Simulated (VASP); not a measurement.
# BN: electric field gradients with PBEsol

Crystal: BN.

```xyz
4
Lattice="2.5040 0.0125 0.0125 -1.2412 2.1623 0.0046 0.0333 0.0333 6.6612" Properties=species:S:1:pos:R:3 pbc="T T T"
B     0.0156    1.4540    1.6725
B     1.2806    0.7541    5.0058
N     0.0322    1.4707    5.0031
N     1.2639    0.7374    1.6752
```

This cell differs from its parent crystal: equal xy, yz and zx shear strains of +1 %.

```yaml
Program: VASP 6.6.1
Task: electric field gradients
Functional: PBEsol
Potentials_or_basis: VASP PAW PBE potentials, release 64 (B, N)
Cutoff: 520 eV
k_mesh: 11 × 11 × 4
Occupations: fermi-dirac, width 0.02 eV
Spin: no spin polarisation
Dipole_correction: no
Further_INCAR_settings: ALGO = Normal; EDIFF = 1e-08; NBANDS = 16
```

| Item | Value |
| --- | --- |
| Pressure | 0.8 GPa |
| Largest force | 0.132 eV/Å |
| Band gap on the k mesh | 4.19 eV (least direct gap 4.59 eV) |
| Largest electric field gradient by atom | B +34.7; N +4.2 V/Å² |

Forces in eV/Å, atoms in the order of the input:
```
B   -0.131  0.003 -0.001
B    0.131 -0.003  0.001
N   -0.132  0.003 -0.001
N    0.132 -0.003  0.001
```

Stress tensor (GPa, compression positive):
```
 0.79 -3.74 -0.06
-3.74  0.79 -0.06
-0.06 -0.06  0.70
```

Levels at points of the mesh, in eV from the valence-band top:
```csv
k point,band 5,band 6,band 7,band 8,band 9,band 10,band 11,band 12
"(0.00, 0.00, 0.00)",-1.36,-1.33,-1.31,-1.28,5.00,10.11,11.34,11.48
"(0.00, 0.00, 0.50)",-1.34,-1.34,-1.30,-1.30,7.39,7.39,11.41,11.42
```

Electric field gradients, principal values (V/Å²):
| atom | least | middle | greatest (by size) |
| --- | --- | --- | --- |
| 1 B | -16.898 | -17.764 | 34.661 |
| 2 B | -16.898 | -17.764 | 34.661 |
| 3 N | -0.240 | -3.924 | 4.164 |
| 4 N | -0.240 | -3.924 | 4.164 |

Run time: 2.1 min on 1 thread of Intel(R) Xeon(R) Platinum 8259CL CPU @ 2.50GHz (Skylake/Cascade Lake), on a shared host, peak memory 0.23 GiB.

Caveat: the cell differs from its parent crystal (equal xy, yz and zx shear strains of +1 %); without QUAD_EFG the Cq values of the log hold for a quadrupole moment of 1 mb, not for the nuclei; the PAW data sets were made with another functional, which shifts forces and pressure a little; an odd mesh through Γ misses points on the zone boundary, where band edges can lie.
